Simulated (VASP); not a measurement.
# SbMo (Fm-3m) in VASP: a series of runs

Runs on SbMo. Level: PBE. Tasks: single point.

All numbers are computed with VASP 6.6.1; they aren't measurements. Logs are shortened: lines on timing, memory, paths and dates and some standing lists are left out, and cuts for length are marked.

## 1. The cell of the first run

The structure is cubic, space group Fm-3m (No. 225). The conventional cell has a = 5.557 Å, b = 5.557 Å, c = 5.557 Å, α = 90.00°, β = 90.00°, γ = 90.00°. Within 3.7 Å of Mo (site symmetry m-3m) lie 6 Sb at 2.78 Å. Sb (site symmetry m-3m) has 6 Mo at 2.78 Å within 3.7 Å.

## 2. Single point, PBE (volume scaled by 1.020)

INCAR reads:

```
PREC = Accurate
ENCUT = 520
EDIFF = 1E-6
ISMEAR = 0
SIGMA = 0.05
LREAL = False
LASPH = True
NELM = 60
ALGO = Normal
ISIF = 2
LWAVE = False
LCHARG = True
GGA = PE
LELF = True
LVHAR = True
NBANDS = 16
```

KPOINTS reads:

```
regular mesh
0
Gamma
  10 10 10
```

POSCAR reads:

```
SbMo
1.0
    0.0000000000      2.7784065224      2.7784065224
    2.7784065224      0.0000000000      2.7784065224
    2.7784065224      2.7784065224      0.0000000000
Mo Sb
1 1
Direct
    0.5000000000      0.5000000000      0.5000000000
    0.0000000000      0.0000000000      0.0000000000
```

Potentials or basis: VASP PAW PBE potentials, release 64 (Mo_sv, Sb).

Launch:

```sh
cat potpaw_PBE.64/Mo_sv/POTCAR potpaw_PBE.64/Sb/POTCAR > POTCAR
mpirun -np 1 vasp_std > vasp.out
```

OUTCAR:

```text
PREC = Accurate
   ENCUT = 520
   EDIFF = 1E-6
   ISMEAR = 0
   LREAL = False
   LASPH = True
   NELM = 60
   ISIF = 2
   GGA = PE

 ion  position               nearest neighbor table
   1  0.500  0.500  0.500-   2 2.78   2 2.78   2 2.78   2 2.78   2 2.78   2 2.78
   2  0.000  0.000  0.000-   1 2.78   1 2.78   1 2.78   1 2.78   1 2.78   1 2.78

  LATTYP: Found a face centered cubic cell.
 ALAT       =     5.5568130448

  Lattice vectors:

 A1 = (   0.0000000000,   2.7784065224,   2.7784065224)
 A2 = (   2.7784065224,   0.0000000000,   2.7784065224)
 A3 = (   2.7784065224,   2.7784065224,   0.0000000000)

Analysis of symmetry for initial positions (statically):
=====================================================================
 Subroutine PRICEL returns:
 Original cell was already a primitive cell.

 Routine SETGRP: Setting up the symmetry group for a
 face centered cubic supercell.

 Subroutine GETGRP returns: Found 48 space group operations
 (whereof 48 operations were pure point group operations)
 out of a pool of 48 trial point group operations.

The static configuration has the point symmetry O_h .

Analysis of symmetry for dynamics (positions and initial velocities):
=====================================================================
 Subroutine PRICEL returns:
 Original cell was already a primitive cell.

 Routine SETGRP: Setting up the symmetry group for a
 face centered cubic supercell.

 Subroutine GETGRP returns: Found 48 space group operations
 (whereof 48 operations were pure point group operations)
 out of a pool of 48 trial point group operations.

The dynamic configuration has the point symmetry O_h .

 Subroutine INISYM returns: Found 48 space group operations
 (whereof 48 operations are pure point group operations),
 and found     1 'primitive' translations

----------------------------------------------------------------------------------------

                                     Primitive cell

  volume of cell :      42.8961

  direct lattice vectors                    reciprocal lattice vectors
     0.000000000  2.778406522  2.778406522    -0.179959267  0.179959267  0.179959267
     2.778406522  0.000000000  2.778406522     0.179959267 -0.179959267  0.179959267
     2.778406522  2.778406522  0.000000000     0.179959267  0.179959267 -0.179959267

  length of vectors
     3.929260186  3.929260186  3.929260186     0.311698593  0.311698593  0.311698593

  position of ions in fractional coordinates (direct lattice)
     0.500000000  0.500000000  0.500000000
     0.000000000  0.000000000  0.000000000

  ion indices of the primitive-cell ions
   primitive index   ion index
                 1           1
                 2           2

----------------------------------------------------------------------------------------

 KPOINTS: regular mesh

Automatic generation of k-mesh.
 Grid dimensions read from file:
 generate k-points for:   10   10   10

 Generating k-lattice:

  Cartesian coordinates                     Fractional coordinates (reciprocal lattice)
    -0.017995927  0.017995927  0.017995927     0.100000000  0.000000000  0.000000000
     0.017995927 -0.017995927  0.017995927     0.000000000  0.100000000  0.000000000
     0.017995927  0.017995927 -0.017995927     0.000000000  0.000000000  0.100000000

  Length of vectors
     0.031169859  0.031169859  0.031169859

  Shift w.r.t. Gamma in fractional coordinates (k-lattice)
     0.000000000  0.000000000  0.000000000

 Subroutine IBZKPT returns following result:
 ===========================================

 Found     47 irreducible k-points:

 Following reciprocal coordinates:
            Coordinates               Weight
  0.000000  0.000000  0.000000      1.000000
  0.100000  0.000000  0.000000      8.000000
  0.200000  0.000000  0.000000      8.000000
  0.300000  0.000000  0.000000      8.000000
  0.400000  0.000000  0.000000      8.000000
  0.500000  0.000000  0.000000      4.000000
[... 16 lines left out ...]
  0.300000  0.300000  0.000000      6.000000
  0.400000  0.300000  0.000000     24.000000
 [... further k-points ...]
   k-points           NKPTS =     47   k-points in BZ     NKDIM =     47   number of bands    NBANDS=     16
   number of dos      NEDOS =    301   number of ions     NIONS =      2
   total plane-waves  NPLWV =  27000
   dimension x,y,z NGX =    30 NGY =   30 NGZ =   30
   dimension x,y,z NGXF=    60 NGYF=   60 NGZF=   60
   ions per type =               1   1
   NGX,Y,Z   is equivalent  to a cutoff of  12.69, 12.69, 12.69 a.u.
   NGXF,Y,Z  is equivalent  to a cutoff of  25.39, 25.39, 25.39 a.u.
 SYSTEM =  unknown system
   PREC   = accura    normal or accurate (medium, high low for compatibility)
   ISTART =      0    job   : 0-new  1-cont  2-samecut
   ICHARG =      2    charge: 1-file 2-atom 10-const
   ISPIN  =      1    spin polarized calculation?
   LNONCOLLINEAR =      F non collinear calculations
   LSORBIT =      F    spin-orbit coupling
   LASPH  =      T    aspherical Exc in radial PAW
   ENCUT  =  520.0 eV  38.22 Ry    6.18 a.u.   7.31  7.31  7.31*2*pi/ulx,y,z
   NELM   =     60;   NELMIN=  2; NELMDL= -5     # of ELM steps
   EDIFF  = 0.1E-05   stopping-criterion for ELM
   LREAL  =      F    real-space projection
   EDIFFG = 0.1E-04   stopping-criterion for IOM
   NSW    =      0    number of steps for IOM
   IBRION =     -1    ionic relax: 0-MD 1-quasi-New 2-CG
   NFREE  =      0    steps in history (QN), initial steepest desc. (CG)
   ISIF   =      2    stress and relaxation
   ISYM   =      2    0-nonsym 1-usesym 2-fastsym
   POTIM  = 0.5000    time-step for ionic-motion
   TEBEG  =    0.0;   TEEND  =   0.0 temperature during run
   PSTRESS=    0.0 pullay stress
   NELECT =      19.0000    total number of electrons
   NUPDOWN=      -1.0000    fix difference up-down
   EMIN   =  10.00;   EMAX   =-10.00  energy-range for DOS
   EFERMI =   0.00;   METHOD = LEGACY
   ISMEAR =     0;   SIGMA  =   0.05  broadening in eV -4-tet -1-fermi 0-gaus
   EFERMI_NEDOS =   21; number of points for ismear=-14 and -15
   IALGO  =     38    algorithm
   IMIX   =      4    mixing-type and parameters
     AMIX     =   0.40;   BMIX     =  1.00
     AMIX_MAG =   1.60;   BMIX_MAG =  1.00
  volume/ion in A,a.u.               =      21.45       144.74
  Fermi-wavevector in a.u.,A,eV,Ry     =   1.247920  2.358228 21.188428  1.557306
  Thomas-Fermi vector in A             =   2.382031
   LORBIT       =      0    0 simple, 1 ext, 2 COOP (PROOUT), +10 PAW based schemes
   GGA     = PE    functional components
   LHFCALC =     F    Hartree Fock is set to
   AEXX    =    0.0000 exact exchange contribution
   IVDW    =     0    specifies the selected vdW correction
   LEPSILON=     F    determine dielectric tensor
   LRPA    =     F    only Hartree local field effects (RPA)
 non-spin polarized calculation
 Gauss-broadening in eV      SIGMA  =   0.05
  energy-cutoff  :      520.00
  volume of cell :       42.90
 maximum number of plane-waves:      1179
 NGX is ok and might be reduce to    30
   NGX = 15   NGY = 15   NGZ = 15

 number of electron      19.0000003 magnetization

 Free energy of the ion-electron system (eV)
  ---------------------------------------------------
  ext. energy  EPLUGINS =         0.00000000
  ---------------------------------------------------
  free energy    TOTEN  =       -13.46040894 eV

  energy without entropy =      -13.45648264  energy(sigma->0) =      -13.45844579

 E-fermi :   9.8387     XC(G=0): -11.3231

 val. band max:        9.8384877786   @ k =   0.5000   0.1000   0.0000
 cond. band min:       9.8808965666   @ k =   0.5000   0.2000   0.1000
 fundamental gap:      0.0424087880
 Fermi energy:         9.8386995051

 k-point     1 :       0.0000    0.0000    0.0000
  band No.  band energies     occupation
      1     -51.0948      2.00000
      2     -25.2151      2.00000
      3     -25.2151      2.00000
      4     -25.2151      2.00000
      5      -1.9692      2.00000
      6       8.5000      2.00000
[... 8 lines left out ...]
     15      16.9350      0.00000
     16      21.0150      0.00000

 k-point     2 :       0.1000    0.0000    0.0000
  band No.  band energies     occupation
      1     -51.0946      2.00000
      2     -25.2203      2.00000
      3     -25.2151      2.00000
      4     -25.2151      2.00000
      5      -1.8237      2.00000
      6       8.1038      2.00000
[... 8 lines left out ...]
     15      17.1126      0.00000
     16      20.1035      0.00000

 k-point     3 :       0.2000    0.0000    0.0000
  band No.  band energies     occupation
      1     -51.0938      2.00000
      2     -25.2338      2.00000
      3     -25.2152      2.00000
      4     -25.2152      2.00000
      5      -1.4011      2.00000
      6       6.9813      2.00000
[... 8 lines left out ...]
     15      18.3335      0.00000
     16      19.1404      0.00000

 k-point     4 :       0.3000    0.0000    0.0000
  band No.  band energies     occupation
      1     -51.0929      2.00000
      2     -25.2504      2.00000
      3     -25.2153      2.00000
      4     -25.2153      2.00000
      5      -0.7527      2.00000
      6       5.5643      2.00000
[... 8 lines left out ...]
     15      17.8477      0.00000
     16      17.8477      0.00000

 k-point     5 :       0.4000    0.0000    0.0000
  band No.  band energies     occupation
      1     -51.0922      2.00000
      2     -25.2638      2.00000
      3     -25.2153      2.00000
      4     -25.2153      2.00000
      5      -0.0198      2.00000
      6       4.3033      2.00000
[... 8 lines left out ...]
     15      16.7869      0.00000
     16      16.7869      0.00000

 k-point     6 :       0.5000    0.0000    0.0000
  band No.  band energies     occupation
      1     -51.0919      2.00000
      2     -25.2689      2.00000
      3     -25.2153      2.00000
      4     -25.2153      2.00000
      5       0.3761      2.00000
      6       3.7241      2.00000
[... 8 lines left out ...]
     15      16.0424      0.00000
     16      16.0424      0.00000

 k-point     7 :       0.1000    0.1000    0.0000
  band No.  band energies     occupation
      1     -51.0945      2.00000
      2     -25.2186      2.00000
      3     -25.2169      2.00000
      4     -25.2169      2.00000
      5      -1.7782      2.00000
      6       7.8224      2.00000
[... 8 lines left out ...]
     15      17.1659      0.00000
     16      19.9444      0.00000

 k-point     8 :       0.2000    0.1000    0.0000
  band No.  band energies     occupation
      1     -51.0939      2.00000
      2     -25.2290      2.00000
      3     -25.2184      2.00000
      4     -25.2162      2.00000
      5      -1.4573      2.00000
      6       6.9402      2.00000
[... 8 lines left out ...]
     15      18.0233      0.00000
     16      18.6824      0.00000

 k-point     9 :       0.3000    0.1000    0.0000
  band No.  band energies     occupation
      1     -51.0930      2.00000
      2     -25.2445      2.00000
      3     -25.2190      2.00000
      4     -25.2161      2.00000
      5      -0.9001      2.00000
      6       5.8808      2.00000
[... 8 lines left out ...]
     15      17.3430      0.00000
     16      18.6723      0.00000
[... 172 lines left out ...]
 k-point    19 :       0.5000    0.2000    0.0000
  band No.  band energies     occupation
      1     -51.0913      2.00000
      2     -25.2607      2.00000
      3     -25.2276      2.00000
      4     -25.2219      2.00000
      5       0.2053      2.00000
      6       4.5300      2.00000
[... 8 lines left out ...]
     15      17.7570      0.00000
     16      19.0340      0.00000

 k-point    20 :      -0.4000    0.2000    0.0000
  band No.  band energies     occupation
      1     -51.0913      2.00000
      2     -25.2610      2.00000
      3     -25.2310      2.00000
      4     -25.2187      2.00000
      5       0.3385      2.00000
      6       4.3439      2.00000
[... 8 lines left out ...]
     15      18.1340      0.00000
     16      18.7717      0.00000

 k-point    21 :      -0.3000    0.2000    0.0000
  band No.  band energies     occupation
      1     -51.0917      2.00000
      2     -25.2545      2.00000
      3     -25.2324      2.00000
      4     -25.2155      2.00000
      5      -0.0303      2.00000
      6       4.7771      2.00000
[... 8 lines left out ...]
     15      17.7867      0.00000
     16      18.1489      0.00000

 k-point    22 :      -0.2000    0.2000    0.0000
  band No.  band energies     occupation
      1     -51.0925      2.00000
      2     -25.2458      2.00000
      3     -25.2290      2.00000
      4     -25.2134      2.00000
      5      -0.6008      2.00000
      6       5.5458      2.00000
[... 8 lines left out ...]
     15      17.3670      0.00000
     16      17.7896      0.00000

 k-point    23 :       0.3000    0.3000    0.0000
  band No.  band energies     occupation
      1     -51.0920      2.00000
      2     -25.2430      2.00000
      3     -25.2275      2.00000
      4     -25.2275      2.00000
      5      -0.6188      2.00000
      6       5.4239      2.00000
[... 8 lines left out ...]
     15      18.0778      0.00000
     16      20.1134      0.00000

 k-point    24 :       0.4000    0.3000    0.0000
  band No.  band energies     occupation
      1     -51.0913      2.00000
      2     -25.2513      2.00000
      3     -25.2304      2.00000
      4     -25.2291      2.00000
      5      -0.2702      2.00000
      6       5.2218      2.00000
[... 8 lines left out ...]
     15      18.0856      0.00000
     16      20.2481      0.00000

 [... further k-points ...]
[... 5 lines left out ...]
  --------------------------------------------------------------------------------------
  -------------------------------------------------------------------------------------
  Total       -0.6481895     -0.6481895     -0.6481895     -0.0000000      0.0000000     -0.0000000
  in kB      -24.2100228    -24.2100228    -24.2100228     -0.0000000      0.0000000     -0.0000000
  external PRESSURE =     -24.2100228 kB  Pullay stress =       0.0000000 kB

 VOLUME and BASIS-vectors are now :
 -----------------------------------------------------------------------------
  energy-cutoff  :      520.00
  volume of cell :       42.90
      direct lattice vectors                 reciprocal lattice vectors
     0.000000000  2.778406522  2.778406522    -0.179959267  0.179959267  0.179959267
     2.778406522  0.000000000  2.778406522     0.179959267 -0.179959267  0.179959267
     2.778406522  2.778406522  0.000000000     0.179959267  0.179959267 -0.179959267

 POSITION                                       TOTAL-FORCE (eV/Angst)
 -----------------------------------------------------------------------------------
      2.77841      2.77841      2.77841         0.000000      0.000000     -0.000000
      0.00000      0.00000      0.00000        -0.000000     -0.000000      0.000000
 -----------------------------------------------------------------------------------
    total drift:                                0.000000     -0.000000      0.000000

  FREE ENERGIE OF THE ION-ELECTRON SYSTEM (eV)
  ---------------------------------------------------
  free  energy   TOTEN  =       -13.4604089371 eV

  energy  without entropy=      -13.4564826370  energy(sigma->0) =      -13.45844579
```

Run time: 18 s. Hardware: 1 thread of AMD EPYC 9R45 (Zen 5), shared host; peak memory 0.16 GiB.

What came out:

- Free energy: -13.4604 eV
- Pressure: -2.4 GPa

Caveat: spin-orbit coupling is left out, which moves the levels of the heavy elements.

## 3. Single point, PBE (volume scaled by 1.040)

INCAR reads:

```
PREC     = Accurate       # precision mode
ENCUT    = 520            # plane-wave cutoff, eV
EDIFF    = 1E-6           # SCF threshold, eV
ISMEAR   = 0              # smearing method
SIGMA    = 0.05           # smearing width, eV
LREAL    = False          # projectors in reciprocal space
LASPH    = True           # aspherical terms in the spheres
NELM     = 60             # most SCF steps
ALGO     = Normal         # electronic algorithm
ISIF     = 2              # what is computed and relaxed
LWAVE    = False          # write WAVECAR
LCHARG   = True           # write CHGCAR
GGA      = PE             # functional
LELF     = True           # ELF
LVHAR    = True         
NBANDS   = 16             # bands
```

KPOINTS reads:

```
Automatic mesh
0
Gamma
  10 10 10
```

POSCAR reads:

```
SbMo
1.0
    0.0000000000      2.7964486287      2.7964486287
    2.7964486287      0.0000000000      2.7964486287
    2.7964486287      2.7964486287      0.0000000000
Mo Sb
1 1
Direct
    0.5000000000      0.5000000000      0.5000000000
    0.0000000000      0.0000000000      0.0000000000
```

Potentials or basis: VASP PAW PBE potentials, release 64 (Mo_sv, Sb).

Launch:

```sh
cat potpaw_PBE.64/Mo_sv/POTCAR potpaw_PBE.64/Sb/POTCAR > POTCAR
mpirun -np 1 vasp_std > vasp.out
```

Run time: 18 s. Hardware: 1 thread of AMD EPYC 9R45 (Zen 5), shared host; peak memory 0.16 GiB.

It converged, with:

- Free energy: -13.4422 eV
- Pressure: -4.5 GPa

Levels at points of the mesh, in eV from the Fermi level:
```tsv
k point	band 8	band 9	band 10	band 11	band 12	band 13
(0.00, 0.00, 0.00)	-1.30	-0.93	-0.93	1.08	1.08	1.08
(0.50, 0.00, 0.00)	-3.45	-0.03	-0.03	0.61	3.84	5.97
(0.50, 0.50, 0.00)	-1.30	-1.30	-0.32	0.46	0.46	1.36
```

Caveat: spin-orbit coupling is left out, which moves the levels of the heavy elements.
